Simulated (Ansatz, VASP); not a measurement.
One calculation of Pb, two programs

```
Pb
1.0
     5.53488    0.00000    0.00000
    -2.76744    4.79335    0.00000
     0.00000    0.00000    3.33933
Pb
3
Cartesian
  5.5349 0.0000 0.0000
  0.0000 3.1956 1.6697
  2.7674 1.5978 1.6697
```

Alike in both runs: task single point; functional RPBE; k mesh 8 × 8 × 12; occupations fermi-dirac, width 0.1 eV; no spin polarisation.

|  | VASP | Ansatz |
| --- | --- | --- |
| version | VASP 6.6.1 | Ansatz 0.2.0 |
| potentials or method | VASP PAW PBE potentials, release 64 (Pb_d), cutoff 520 eV | plane waves (420 eV) with PAW, scalar-relativistic |
| valence electrons in the cell | 42 | 42 |

VASP gave:

```
pressure (GPa)                                                : 5.7
traceless stress, the component that is largest in VASP (GPa) : -0.40
```

Question: Which values does Ansatz return?

Answer: Pressure (GPa): 5.8; traceless stress, the component that is largest in VASP (GPa): -0.41.

VASP's potentials were made for PBE, not for RPBE.

Neither program's run includes spin-orbit coupling.
